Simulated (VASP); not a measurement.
## Be: single point with LDA

Be:

```
Be
1.0
     2.22952    0.00000    0.00000
    -1.11476    1.93082    0.00000
     0.00000    0.00000    3.50833
Be
2
Direct
  0.33333 0.66667 0.25000
  0.66667 0.33333 0.75000
```

```yaml
Program: VASP 6.6.1
Task: single point
Functional: LDA
Potentials_or_basis: VASP PAW LDA potentials, release 64 (Be)
Cutoff: 520 eV
k_mesh: 26 × 26 × 15
Occupations: fermi-dirac, width 0.1 eV
Spin: no spin polarisation
Dipole_correction: no
Further_INCAR_settings: ALGO = Normal; EDIFF = 1e-07; NBANDS = 9
```

- Pressure: 0.4 GPa
- Band gap on the k mesh: zero (band 2 reaches 8.23 eV, above the bottom of band 3 at 6.51 eV)

Stress tensor (GPa, compression positive):
```
0.01 0.00 0.00
0.00 0.01 0.00
0.00 0.00 1.24
```

Levels at points of the mesh, in eV from the Fermi level:
| k point | band 1 | band 2 | band 3 | band 4 | band 5 |
| --- | --- | --- | --- | --- | --- |
| (0.00, 0.00, 0.00) | -11.49 | -4.64 | 1.36 | 16.26 | 16.26 |
| (0.50, 0.00, 0.00) | -5.19 | -3.16 | 3.65 | 6.64 | 7.04 |

It took 26 s on 1 thread of AMD EPYC 9R45 96-Core Processor (Zen 5) (shared host), peak memory 0.14 GiB.
